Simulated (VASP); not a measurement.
Set up this calculation in VASP 6.6.1, as the native input.

- Task: single point
- Functional: PBE
- Potentials or basis: VASP PAW PBE potentials, release 64 (Sb, S)
- Cutoff: 500 eV
- k mesh: 4 × 8 × 4
- Occupations: gaussian, width 0.02 eV
- Spin: no spin polarisation
- Dipole correction: no
- Further INCAR settings: ALGO = Normal; EDIFF = 1e-06; NBANDS = 72

The structure of Sb2S3 lies in POSCAR:

```
Sb2S3
1.0
   11.8881011724      0.0000000000      0.0000000000
    0.0000000000      3.8690156029      0.0000000000
    0.0000000000      0.0000000000     11.1866254535
Sb S
8 12
Direct
    0.4677725501      0.2500000000      0.3275572145
    0.0322274499      0.7500000000      0.8275572145
    0.9677725501      0.2500000000      0.1724427855
    0.5322274499      0.7500000000      0.6724427855
    0.3559200395      0.7500000000      0.0333760623
    0.1440799605      0.2500000000      0.5333760623
    0.8559200395      0.7500000000      0.4666239377
    0.6440799605      0.2500000000      0.9666239377
    0.2975200766      0.2500000000      0.1887112651
    0.2024799234      0.7500000000      0.6887112651
    0.7975200766      0.2500000000      0.3112887349
    0.7024799234      0.7500000000      0.8112887349
    0.5463175664      0.7500000000      0.1251805050
    0.9536824336      0.2500000000      0.6251805050
    0.0463175664      0.7500000000      0.3748194950
    0.4536824336      0.2500000000      0.8748194950
    0.3755601311      0.7500000000      0.4426174383
    0.1244398689      0.2500000000      0.9426174383
    0.8755601311      0.7500000000      0.0573825617
    0.6244398689      0.2500000000      0.5573825617
```

The input as run:

INCAR

```
SYSTEM = Sb2S3
  ALGO = Normal
  EDIFF = 1E-6
  ENCUT = 500
  GGA = PE
  GGA_COMPAT = .FALSE.
  ISIF = 2
  ISMEAR = 0
  KPAR = 4
  LASPH = .TRUE.
  LCHARG = .TRUE.
  LREAL = .FALSE.
  LVHAR = .TRUE.
  LWAVE = .FALSE.
  NBANDS = 72
  NELM = 120
  PREC = Accurate
  SIGMA = 0.02
```

KPOINTS

```
k-points
0
G
  4 8 4
  0 0 0
```

Potentials or basis: VASP PAW PBE potentials, release 64 (Sb, S).

Launch:

```sh
$ cat potpaw_PBE.64/Sb/POTCAR potpaw_PBE.64/S/POTCAR > POTCAR
$ mpirun -np 4 vasp_std > vasp.out
```

It gave:

The pressure is 0.3 GPa. The largest force is 0.017 eV/Å. The band gap on the k mesh is 1.31 eV (least direct gap 1.33 eV).

Caveat: spin-orbit coupling is left out, which moves the levels of the heavy elements.

Wall time 21 min on 4 MPI ranks on Intel(R) Xeon(R) Platinum 8259CL CPU @ 2.50GHz (Skylake/Cascade Lake), on a shared host, peak memory 1.2 GiB a rank.
